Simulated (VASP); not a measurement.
# AgCl in VASP: further runs

The runs below take AgCl through single point, with PBE.

All numbers are computed with VASP 6.6.1; they aren't measurements. Logs are shortened: lines on timing, memory, paths and dates and some standing lists are left out, and cuts for length are marked.

### Step 1. The cell of the first run

Symmetry: R3m, No. 160, trigonal system. The conventional cell has a = 4.233 Å, b = 4.233 Å, c = 10.317 Å, α = 90.00°, β = 90.00°, γ = 120.00°. Ag (site symmetry 3m) has 4 Cl at 2.59 Å within 3.4 Å. Within 3.4 Å of Cl (site symmetry 3m) lie 4 Ag at 2.59 Å.

### Step 2. Single point, PBE (strain along [111] -0.5%)

File INCAR:

```
ALGO     = Normal         # electronic algorithm
EDIFF    = 1E-6           # SCF threshold, eV
ENCUT    = 520            # plane-wave cutoff, eV
GGA      = PE             # functional
ISIF     = 2              # what is computed and relaxed
ISMEAR   = -1             # smearing method
LASPH    = T              # aspherical terms in the spheres
LCHARG   = T              # write CHGCAR
LELF     = T              # ELF
LREAL    = F              # projectors in reciprocal space
LVHAR    = T            
LWAVE    = F              # write WAVECAR
NBANDS   = 16             # bands
NELM     = 80             # most SCF steps
PREC     = Accurate       # precision mode
SIGMA    = 0.02           # smearing width, eV
```

File KPOINTS:

```
k-points
0
Gamma
  8 8 8
```

File POSCAR:

```
AgCl
1.0
   -0.0099775504      2.9832875720      2.9832875720
    2.9832875720     -0.0099775504      2.9832875720
    2.9832875720      2.9832875720     -0.0099775504
Ag Cl
1 1
Direct
   -0.0005684410     -0.0005684410     -0.0005684410
    0.2505684410      0.2505684410      0.2505684410
```

Potentials or basis: VASP PAW PBE potentials, release 64 (Ag, Cl).

On the command line:

```sh
> cat potpaw_PBE.64/Ag/POTCAR potpaw_PBE.64/Cl/POTCAR > POTCAR
> mpirun -np 1 vasp_std > vasp.out
```

OUTCAR:

```text
EDIFF = 1E-6
   ENCUT = 520
   GGA = PE
   ISIF = 2
   ISMEAR = -1
   LASPH = T
   LREAL = F
   NELM = 80
   PREC = Accurate

 ion  position               nearest neighbor table
   1  0.999  0.999  0.999-   2 2.59   2 2.59   2 2.59   2 2.59
   2  0.251  0.251  0.251-   1 2.59   1 2.59   1 2.59   1 2.59

  LATTYP: Found a trigonal (rhomboedric) cell.
 ALAT       =     4.2190175427
 COS(alpha) =     0.4966527407

  Lattice vectors:

 A1 = (  -0.0099775504,   2.9832875720,   2.9832875720)
 A2 = (   2.9832875720,  -0.0099775504,   2.9832875720)
 A3 = (   2.9832875720,   2.9832875720,  -0.0099775504)

Analysis of symmetry for initial positions (statically):
=====================================================================
 Subroutine PRICEL returns:
 Original cell was already a primitive cell.

 Routine SETGRP: Setting up the symmetry group for a
 trigonal (rhombohedral) supercell.

 Subroutine GETGRP returns: Found  6 space group operations
 (whereof  6 operations were pure point group operations)
 out of a pool of 12 trial point group operations.

The static configuration has the point symmetry C_3v.

Analysis of symmetry for dynamics (positions and initial velocities):
=====================================================================
 Subroutine PRICEL returns:
 Original cell was already a primitive cell.

 Routine SETGRP: Setting up the symmetry group for a
 trigonal (rhombohedral) supercell.

 Subroutine GETGRP returns: Found  6 space group operations
 (whereof  6 operations were pure point group operations)
 out of a pool of 12 trial point group operations.

The dynamic configuration has the point symmetry C_3v.

 Subroutine INISYM returns: Found  6 space group operations
 (whereof  6 operations are pure point group operations),
 and found     1 'primitive' translations

----------------------------------------------------------------------------------------

                                     Primitive cell

  volume of cell :      53.3689

  direct lattice vectors                    reciprocal lattice vectors
    -0.009977550  2.983287572  2.983287572    -0.166761867  0.167321470  0.167321470
     2.983287572 -0.009977550  2.983287572     0.167321470 -0.166761867  0.167321470
     2.983287572  2.983287572 -0.009977550     0.167321470  0.167321470 -0.166761867

  length of vectors
[... 78 lines left out ...]
   LSORBIT =      F    spin-orbit coupling
   LASPH  =      T    aspherical Exc in radial PAW
   ENCUT  =  520.0 eV  38.22 Ry    6.18 a.u.   7.84  7.84  7.84*2*pi/ulx,y,z
   NELM   =     80;   NELMIN=  2; NELMDL= -5     # of ELM steps
   EDIFF  = 0.1E-05   stopping-criterion for ELM
   LREAL  =      F    real-space projection
   EDIFFG = 0.1E-04   stopping-criterion for IOM
   NSW    =      0    number of steps for IOM
   IBRION =     -1    ionic relax: 0-MD 1-quasi-New 2-CG
   NFREE  =      0    steps in history (QN), initial steepest desc. (CG)
   ISIF   =      2    stress and relaxation
   ISYM   =      2    0-nonsym 1-usesym 2-fastsym
   POTIM  = 0.5000    time-step for ionic-motion
   TEBEG  =    0.0;   TEEND  =   0.0 temperature during run
   PSTRESS=    0.0 pullay stress
   NELECT =      18.0000    total number of electrons
   NUPDOWN=      -1.0000    fix difference up-down
   EMIN   =  10.00;   EMAX   =-10.00  energy-range for DOS
   EFERMI =   0.00;   METHOD = LEGACY
   ISMEAR =    -1;   SIGMA  =   0.02  broadening in eV -4-tet -1-fermi 0-gaus
   EFERMI_NEDOS =   21; number of points for ismear=-14 and -15
   IALGO  =     38    algorithm
   IMIX   =      4    mixing-type and parameters
     AMIX     =   0.40;   BMIX     =  1.00
     AMIX_MAG =   1.60;   BMIX_MAG =  1.00
  volume/ion in A,a.u.               =      26.68       180.08
  Fermi-wavevector in a.u.,A,eV,Ry     =   1.139557  2.153451 17.668397  1.298591
  Thomas-Fermi vector in A             =   2.276260
   LORBIT       =      0    0 simple, 1 ext, 2 COOP (PROOUT), +10 PAW based schemes
   GGA     = PE    functional components
   LHFCALC =     F    Hartree Fock is set to
   AEXX    =    0.0000 exact exchange contribution
   IVDW    =     0    specifies the selected vdW correction
   LEPSILON=     F    determine dielectric tensor
   LRPA    =     F    only Hartree local field effects (RPA)
 non-spin polarized calculation
  energy-cutoff  :      520.00
  volume of cell :       53.37
 maximum number of plane-waves:      1458
   NGX = 15   NGY = 15   NGZ = 15

 number of electron      17.9999997 magnetization

 Free energy of the ion-electron system (eV)
  ---------------------------------------------------
  ext. energy  EPLUGINS =         0.00000000
  ---------------------------------------------------
  free energy    TOTEN  =        -5.44464912 eV

  energy without entropy =       -5.44464912  energy(sigma->0) =       -5.44464912

 E-fermi :   2.2782     XC(G=0):  -8.5666

 val. band max:        1.8165664861   @ k =   0.0000   0.0000   0.0000
 cond. band min:       3.0581776750   @ k =   0.0000   0.0000   0.0000
 fundamental gap:      1.2416111889
 Fermi energy:         2.2782268965

 k-point     1 :       0.0000    0.0000    0.0000
  band No.  band energies     occupation
      1     -13.0804      2.00000
      2      -2.3247      2.00000
      3      -2.3247      2.00000
      4      -2.3014      2.00000
      5      -0.3338      2.00000
      6      -0.3338      2.00000
[... 433 lines left out ...]
      3      -2.1785      2.00000
      4      -2.1728      2.00000
      5      -0.3695      2.00000
      6      -0.2780      2.00000
[... 8 lines left out ...]
     15      14.3238      0.00000
     16      15.1932      0.00000

 [... further k-points ...]

------------------------ aborting loop because EDIFF is reached ----------------------------------------

  FORCE on cell =-STRESS in cart. coord.  units (eV):
  Direction    XX          YY          ZZ          XY          YZ          ZX
  --------------------------------------------------------------------------------------
  -------------------------------------------------------------------------------------
  Total        0.4196843      0.4196843      0.4196843      0.0039744      0.0039744      0.0039744
  in kB       12.5992497     12.5992497     12.5992497      0.1193132      0.1193132      0.1193132
  external PRESSURE =      12.5992497 kB  Pullay stress =       0.0000000 kB

 VOLUME and BASIS-vectors are now :
 -----------------------------------------------------------------------------
  energy-cutoff  :      520.00
  volume of cell :       53.37
      direct lattice vectors                 reciprocal lattice vectors
    -0.009977550  2.983287572  2.983287572    -0.166761867  0.167321470  0.167321470
     2.983287572 -0.009977550  2.983287572     0.167321470 -0.166761867  0.167321470
     2.983287572  2.983287572 -0.009977550     0.167321470  0.167321470 -0.166761867

 POSITION                                       TOTAL-FORCE (eV/Angst)
 -----------------------------------------------------------------------------------
      5.95321      5.95321      5.95321        -0.000240     -0.000240     -0.000240
      1.49254      1.49254      1.49254         0.000240      0.000240      0.000240
 -----------------------------------------------------------------------------------
    total drift:                               -0.000003     -0.000003     -0.000002

  FREE ENERGIE OF THE ION-ELECTRON SYSTEM (eV)
  ---------------------------------------------------
  free  energy   TOTEN  =        -5.4446491207 eV

  energy  without entropy=       -5.4446491207  energy(sigma->0) =       -5.44464912
```

It took 18 s on 1 thread of AMD EPYC 9R45 (Zen 5), shared host; peak memory 0.18 GiB.

Results:

| Property | Result |
| --- | --- |
| Free energy | -5.4446 eV |
| Pressure | 1.3 GPa |
| Band gap on the k mesh | 1.24 eV |

Caveat: the cell differs from its parent crystal (strain along [111] -0.5%).

### Step 3. Single point, PBE (shear xy strain +0.5%)

File INCAR:

```
PREC     = Accurate       # precision mode
ENCUT    = 520            # plane-wave cutoff, eV
EDIFF    = 1E-6           # SCF threshold, eV
ISMEAR   = -1             # smearing method
SIGMA    = 0.02           # smearing width, eV
LREAL    = F              # projectors in reciprocal space
LASPH    = T              # aspherical terms in the spheres
NELM     = 60             # most SCF steps
ALGO     = Normal         # electronic algorithm
ISIF     = 2              # what is computed and relaxed
LWAVE    = F              # write WAVECAR
LCHARG   = T              # write CHGCAR
GGA      = PE             # functional
LELF     = T              # ELF
LVHAR    = T            
NBANDS   = 16             # bands
```

File KPOINTS:

```
regular mesh
0
Gamma
  8 8 8
```

File POSCAR:

```
AgCl
1.0
    0.0074831628      2.9932651224      2.9932651224
    2.9932651224      0.0074831628      2.9932651224
    3.0007482852      3.0007482852      0.0000000000
Ag Cl
1 1
Direct
    0.0008588184      0.0008588184     -0.0008588184
    0.2491411816      0.2491411816      0.2508588184
```

Potentials or basis: VASP PAW PBE potentials, release 64 (Ag, Cl).

On the command line:

```sh
> cat potpaw_PBE.64/Ag/POTCAR potpaw_PBE.64/Cl/POTCAR > POTCAR
> mpirun -np 1 vasp_std > vasp.out
```

OUTCAR:

```text
PREC = Accurate
   ENCUT = 520
   EDIFF = 1E-6
   ISMEAR = -1
   LREAL = F
   LASPH = T
   NELM = 60
   ISIF = 2
   GGA = PE

 ion  position               nearest neighbor table
   1  0.001  0.001  0.999-   2 2.59   2 2.59   2 2.59   2 2.59
   2  0.249  0.249  0.251-   1 2.59   1 2.59   1 2.59   1 2.59

  LATTYP: Found a body centered orthorhombic cell.
 ALAT       =     4.2225333416
 B/A-ratio  =     1.0050125313
 C/A-ratio  =     1.4177579573

  Lattice vectors:

 A1 = (   2.9932651224,   0.0074831628,  -2.9932651224)
 A2 = (  -2.9932651224,  -0.0074831628,  -2.9932651224)
 A3 = (   0.0074831628,   2.9932651224,   2.9932651224)

Analysis of symmetry for initial positions (statically):
=====================================================================
 Subroutine PRICEL returns:
 Original cell was already a primitive cell.

 Routine SETGRP: Setting up the symmetry group for a
 body centered orthorhombic supercell.

 Subroutine GETGRP returns: Found  4 space group operations
 (whereof  4 operations were pure point group operations)
 out of a pool of  8 trial point group operations.

The static configuration has the point symmetry C_2v.

Analysis of symmetry for dynamics (positions and initial velocities):
=====================================================================
 Subroutine PRICEL returns:
 Original cell was already a primitive cell.

 Routine SETGRP: Setting up the symmetry group for a
 body centered orthorhombic supercell.

 Subroutine GETGRP returns: Found  4 space group operations
 (whereof  4 operations were pure point group operations)
 out of a pool of  8 trial point group operations.

The dynamic configuration has the point symmetry C_2v.

 Subroutine INISYM returns: Found  4 space group operations
 (whereof  4 operations are pure point group operations),
 and found     1 'primitive' translations

----------------------------------------------------------------------------------------

                                     Primitive cell

  volume of cell :      53.6368

  direct lattice vectors                    reciprocal lattice vectors
     0.007483163  2.993265122  2.993265122    -0.167460319  0.167460319  0.167041668
     2.993265122  0.007483163  2.993265122     0.167460319 -0.167460319  0.167041668
     3.000748285  3.000748285  0.000000000     0.166625106  0.166625106 -0.167041668

  length of vectors
     4.233122746  4.233122746  4.243698922     0.289808275  0.289808275  0.288843852

  position of ions in fractional coordinates (direct lattice)
     0.000858818  0.000858818  0.999141182
     0.249141182  0.249141182  0.250858818

  ion indices of the primitive-cell ions
   primitive index   ion index
                 1           1
                 2           2

----------------------------------------------------------------------------------------

 KPOINTS: regular mesh

Automatic generation of k-mesh.
 Grid dimensions read from file:
 generate k-points for:    8    8    8

 Generating k-lattice:

  Cartesian coordinates                     Fractional coordinates (reciprocal lattice)
    -0.020932540  0.020932540  0.020880209     0.125000000  0.000000000  0.000000000
     0.020932540 -0.020932540  0.020880209     0.000000000  0.125000000  0.000000000
     0.020828138  0.020828138 -0.020880209     0.000000000  0.000000000  0.125000000

  Length of vectors
     0.036226034  0.036226034  0.036105481

  Shift w.r.t. Gamma in fractional coordinates (k-lattice)
     0.000000000  0.000000000  0.000000000

 Subroutine IBZKPT returns following result:
 ===========================================

 Found     95 irreducible k-points:

 Following reciprocal coordinates:
            Coordinates               Weight
  0.000000  0.000000  0.000000      1.000000
  0.125000  0.000000  0.000000      4.000000
  0.250000  0.000000  0.000000      4.000000
  0.375000  0.000000  0.000000      4.000000
  0.500000  0.000000  0.000000      2.000000
  0.125000  0.125000  0.000000      2.000000
[... 16 lines left out ...]
  0.125000 -0.000000  0.125000      4.000000
  0.250000  0.000000  0.125000      8.000000
 [... further k-points ...]
   k-points           NKPTS =     95   k-points in BZ     NKDIM =     95   number of bands    NBANDS=     16
   number of dos      NEDOS =    301   number of ions     NIONS =      2
   total plane-waves  NPLWV =  32768
   dimension x,y,z NGX =    32 NGY =   32 NGZ =   32
   dimension x,y,z NGXF=    64 NGYF=   64 NGZF=   64
   ions per type =               1   1
   NGX,Y,Z   is equivalent  to a cutoff of  12.57, 12.57, 12.54 a.u.
   NGXF,Y,Z  is equivalent  to a cutoff of  25.13, 25.13, 25.07 a.u.
 SYSTEM =  unknown system
   PREC   = accura    normal or accurate (medium, high low for compatibility)
   ISTART =      0    job   : 0-new  1-cont  2-samecut
   ICHARG =      2    charge: 1-file 2-atom 10-const
   ISPIN  =      1    spin polarized calculation?
   LNONCOLLINEAR =      F non collinear calculations
   LSORBIT =      F    spin-orbit coupling
   LASPH  =      T    aspherical Exc in radial PAW
   ENCUT  =  520.0 eV  38.22 Ry    6.18 a.u.   7.87  7.87  7.89*2*pi/ulx,y,z
   NELM   =     60;   NELMIN=  2; NELMDL= -5     # of ELM steps
   EDIFF  = 0.1E-05   stopping-criterion for ELM
   LREAL  =      F    real-space projection
[... 7 lines left out ...]
   TEBEG  =    0.0;   TEEND  =   0.0 temperature during run
   PSTRESS=    0.0 pullay stress
   NELECT =      18.0000    total number of electrons
   NUPDOWN=      -1.0000    fix difference up-down
   EMIN   =  10.00;   EMAX   =-10.00  energy-range for DOS
   EFERMI =   0.00;   METHOD = LEGACY
   ISMEAR =    -1;   SIGMA  =   0.02  broadening in eV -4-tet -1-fermi 0-gaus
   EFERMI_NEDOS =   21; number of points for ismear=-14 and -15
   IALGO  =     38    algorithm
   IMIX   =      4    mixing-type and parameters
     AMIX     =   0.40;   BMIX     =  1.00
     AMIX_MAG =   1.60;   BMIX_MAG =  1.00
  volume/ion in A,a.u.               =      26.82       180.98
  Fermi-wavevector in a.u.,A,eV,Ry     =   1.137657  2.149860 17.609527  1.294264
  Thomas-Fermi vector in A             =   2.274362
   LORBIT       =      0    0 simple, 1 ext, 2 COOP (PROOUT), +10 PAW based schemes
   GGA     = PE    functional components
   LHFCALC =     F    Hartree Fock is set to
   AEXX    =    0.0000 exact exchange contribution
   IVDW    =     0    specifies the selected vdW correction
   LEPSILON=     F    determine dielectric tensor
   LRPA    =     F    only Hartree local field effects (RPA)
 non-spin polarized calculation
  energy-cutoff  :      520.00
  volume of cell :       53.64
 maximum number of plane-waves:      1459
   NGX = 15   NGY = 15   NGZ = 15

 number of electron      17.9999995 magnetization

 Free energy of the ion-electron system (eV)
  ---------------------------------------------------
  ext. energy  EPLUGINS =         0.00000000
  ---------------------------------------------------
  free energy    TOTEN  =        -5.44669536 eV

  energy without entropy =       -5.44669536  energy(sigma->0) =       -5.44669536

 E-fermi :   2.2316     XC(G=0):  -8.5425

 val. band max:        1.7669454557   @ k =   0.0000   0.0000   0.0000
 cond. band min:       3.0127186152   @ k =   0.0000   0.0000   0.0000
 fundamental gap:      1.2457731595
 Fermi energy:         2.2315855751

 k-point     1 :       0.0000    0.0000    0.0000
  band No.  band energies     occupation
      1     -13.1033      2.00000
      2      -2.3490      2.00000
      3      -2.3374      2.00000
      4      -2.3255      2.00000
      5      -0.3684      2.00000
      6      -0.3684      2.00000
[... 8 lines left out ...]
     15      14.3961      0.00000
     16      14.6239      0.00000

 k-point     2 :       0.1250    0.0000    0.0000
  band No.  band energies     occupation
      1     -13.0772      2.00000
      2      -2.3724      2.00000
      3      -2.3187      2.00000
      4      -2.3040      2.00000
      5      -0.3730      2.00000
      6      -0.3724      2.00000
[... 8 lines left out ...]
     15      13.8562      0.00000
     16      14.9298      0.00000
[... 387 lines left out ...]
      5      -0.4048      2.00000
      6      -0.3465      2.00000
[... 8 lines left out ...]
     15      14.4285      0.00000
     16      15.7830      0.00000

 k-point    24 :       0.2500    0.0000    0.1250
  band No.  band energies     occupation
      1     -13.0177      2.00000
      2      -2.4743      2.00000
      3      -2.2277      2.00000
      4      -2.2123      2.00000
      5      -0.4252      2.00000
      6      -0.3257      2.00000
[... 8 lines left out ...]
     15      14.2628      0.00000
     16      15.4887      0.00000

 [... further k-points ...]

------------------------ aborting loop because EDIFF is reached ----------------------------------------

  FORCE on cell =-STRESS in cart. coord.  units (eV):
  Direction    XX          YY          ZZ          XY          YZ          ZX
  --------------------------------------------------------------------------------------
  -------------------------------------------------------------------------------------
  Total        0.3613770      0.3613770      0.3614936     -0.0057327      0.0000000      0.0000000
  in kB       10.7946419     10.7946419     10.7981263     -0.1712398      0.0000000      0.0000000
  external PRESSURE =      10.7958033 kB  Pullay stress =       0.0000000 kB

 VOLUME and BASIS-vectors are now :
 -----------------------------------------------------------------------------
  energy-cutoff  :      520.00
  volume of cell :       53.64
      direct lattice vectors                 reciprocal lattice vectors
     0.007483163  2.993265122  2.993265122    -0.167460319  0.167460319  0.167041668
     2.993265122  0.007483163  2.993265122     0.167460319 -0.167460319  0.167041668
     3.000748285  3.000748285  0.000000000     0.166625106  0.166625106 -0.167041668

 POSITION                                       TOTAL-FORCE (eV/Angst)
 -----------------------------------------------------------------------------------
      3.00075      3.00075      0.00514         0.000000      0.000000      0.000046
      1.50037      1.50037      1.49149        -0.000000     -0.000000     -0.000046
 -----------------------------------------------------------------------------------
    total drift:                                0.000000      0.000000      0.000072

  FREE ENERGIE OF THE ION-ELECTRON SYSTEM (eV)
  ---------------------------------------------------
  free  energy   TOTEN  =        -5.4466953615 eV

  energy  without entropy=       -5.4466953615  energy(sigma->0) =       -5.44669536
```

It took 24 s on 1 thread of AMD EPYC 9R45 (Zen 5), shared host; peak memory 0.2 GiB.

Results:

- Free energy: -5.4467 eV
- Pressure: 1.1 GPa
- Band gap on the k mesh: 1.25 eV

Caveat: the cell differs from its parent crystal (shear xy strain +0.5%).
